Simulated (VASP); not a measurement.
Input of a VASP 6.6.1 run:

File INCAR:

```
  PREC = Accurate
  ENCUT = 520
  EDIFF = 1E-6
  ISMEAR = 0
  SIGMA = 0.1
  LREAL = False
  LASPH = True
  NELM = 100
  ALGO = Fast
  ISIF = 2
  LWAVE = False
  LCHARG = False
  LDIPOL = True
  IDIPOL = 3
  DIPOL = 0.5 0.5 0.327
  IBRION = 2
  NSW = 36
  EDIFFG = -0.025
```

Contents of KPOINTS:

```
Automatic mesh
0
Gamma
  6 6 1
```

POSCAR

```
Al12H
1.0
    5.6336864728      0.0000000000      0.0000000000
   -2.8168432364      4.8789156024      0.0000000000
    0.0000000000      0.0000000000     20.0321727773
Al H
12 1
Selective dynamics
Direct
    0.3333333333      0.1666666667      0.1996787889  F F F
    0.3333333333      0.6666666667      0.1996787889  F F F
    0.8333333333      0.1666666667      0.1996787889  F F F
    0.8333333333      0.6666666667      0.1996787889  F F F
    0.1666666667      0.3333333333      0.3128097090  F F F
    0.1666666667      0.8333333333      0.3128097090  F F F
    0.6666666667      0.3333333333      0.3128097090  F F F
    0.6666666667      0.8333333333      0.3128097090  F F F
    0.0000000000      0.0000000000      0.4259234818  F F F
    0.0000000000      0.5000000000      0.4259234818  F F F
    0.5000000000      0.0000000000      0.4259234818  F F F
    0.5000000000      0.5000000000      0.4259234818  F F F
    0.0833333333      0.1666666667      0.4990987476  F F T
```

Potentials or basis: VASP PAW LDA potentials, release 64 (Al, H).

The run is started by

```console
$ cat potpaw_LDA.64/Al/POTCAR potpaw_LDA.64/H/POTCAR > POTCAR
$ mpirun -np 1 vasp_std > vasp.out
```

Question: Estimate the energy gained by relaxing.

Answer: 0.2 meV/atom.

Question: What does it give for the band gap on the k mesh?

Answer: Zero (an odd number of electrons rules out a gap without spin polarisation).

Final structure:
```
Al H
1.0
     5.63369    0.00000    0.00000
    -2.81684    4.87892    0.00000
     0.00000    0.00000   20.03217
Al H
12 1
Direct
  0.33333 0.16667 0.19968
  0.33333 0.66667 0.19968
  0.83333 0.16667 0.19968
  0.83333 0.66667 0.19968
  0.16667 0.33333 0.31281
  0.16667 0.83333 0.31281
  0.66667 0.33333 0.31281
  0.66667 0.83333 0.31281
  0.00000 0.00000 0.42592
  0.00000 0.50000 0.42592
  0.50000 0.00000 0.42592
  0.50000 0.50000 0.42592
  0.08333 0.16667 0.49767
```
